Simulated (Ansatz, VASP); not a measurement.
**BeSe5 in VASP and in Ansatz**

Contents of INCAR:

```
ALGO     = Normal         # electronic algorithm
EDIFF    = 1E-6           # SCF threshold, eV
EDIFFG   = -0.04          # ionic threshold
ENCUT    = 600            # plane-wave cutoff, eV
GGA      = PE             # functional
IBRION   = 2              # ionic algorithm
ISIF     = 3              # what is computed and relaxed
ISMEAR   = 0              # smearing method
LASPH    = True           # aspherical terms in the spheres
LCHARG   = False          # write CHGCAR
LREAL    = False          # projectors in reciprocal space
LWAVE    = False          # write WAVECAR
NELM     = 100            # most SCF steps
NSW      = 90             # ionic steps
PREC     = Accurate       # precision mode
SIGMA    = 0.1            # smearing width, eV
```

KPOINTS

```
k-points
0
Gamma
  6 6 2
```

The input POSCAR:

```
BeSe5
1.0
    3.3383090300      0.0000000000      0.0000000000
    0.0000000000      3.3383090300      0.0000000000
    0.0000000000      0.0000000000     14.1409695500
Be Se
1 5
Direct
    0.5000000000      0.5000000000      0.0000000000
    0.5000000000      0.5000000000      0.3344822800
    0.5000000000      0.5000000000      0.6655177200
    0.0000000000      0.0000000000      0.1759868000
    0.0000000000      0.0000000000      0.8240132000
    0.0000000000      0.0000000000      0.5000000000
```

Input for Ansatz:

```yaml
crystal:
  lattice:
    - [3.33830903, 0.0, 0.0]
    - [0.0, 3.33830903, 0.0]
    - [0.0, 0.0, 14.14096955]
  atoms:
    - { symbol: Be, position: [0.5, 0.5, 0.0] }
    - { symbol: Se, position: [0.5, 0.5, 0.33448228] }
    - { symbol: Se, position: [0.5, 0.5, 0.66551772] }
    - { symbol: Se, position: [0.0, 0.0, 0.1759868] }
    - { symbol: Se, position: [0.0, 0.0, 0.8240132] }
    - { symbol: Se, position: [0.0, 0.0, 0.5] }
basis:
  ecutwfc: 420
kpoints:
  mp_grid: { grid: [6, 6, 2] }
hamiltonian:
  xc: pbe
scf:
  occupations: { method: gaussian, width: 0.1 }
  lower_state_search: "off"
output:
  forces: true
  stress: true
  eigenvalues: true
relax:
  adjacent_minimum: "off"
  f_tol: 0.04
  max_steps: 70
  cell: { stress_tol: 0.4 }
```

Change from the starting cell: species swapped into the Hf5Pb type (P4/mmm, No. 123).

Alike in both runs: task relaxation of cell and atoms; functional PBE; k mesh 6 × 6 × 2; occupations gaussian, width 0.1 eV; no spin polarisation.

|  | VASP | Ansatz |
| --- | --- | --- |
| version | VASP 6.6.1 | Ansatz 0.2.0 |
| potentials or method | VASP PAW PBE potentials, release 64 (Be, Se), cutoff 600 eV | scalar-relativistic, plane waves, PAW |
| valence electrons in the cell | 32 | 82 |

Ansatz gave:

| Item | Value |
| --- | --- |
| gap on the k mesh at the Fermi level, each at its own relaxed structure (eV) | none |
| relaxed volume (Å³/atom) | 19.94 |
| relaxed cell length with the largest relative difference (Å) | 11.571 |

**Question.** Estimate VASP's values.

**Answer.** gap on the k mesh at the Fermi level, each at its own relaxed structure (eV): none; relaxed volume (Å³/atom): 19.95; relaxed cell length with the largest relative difference (Å): 11.562.

A gap of «none» marks a metal or a gap that the smearing closes. VASP's potentials hold 32 valence electrons a cell and Ansatz's 82, so a difference there can come from the potentials and not from the codes.

Noted on VASP's run: the volume moved by over 15 % at a fixed basis, so the end points are rough; too few bands were computed for a metal, which touches its energy and stress.
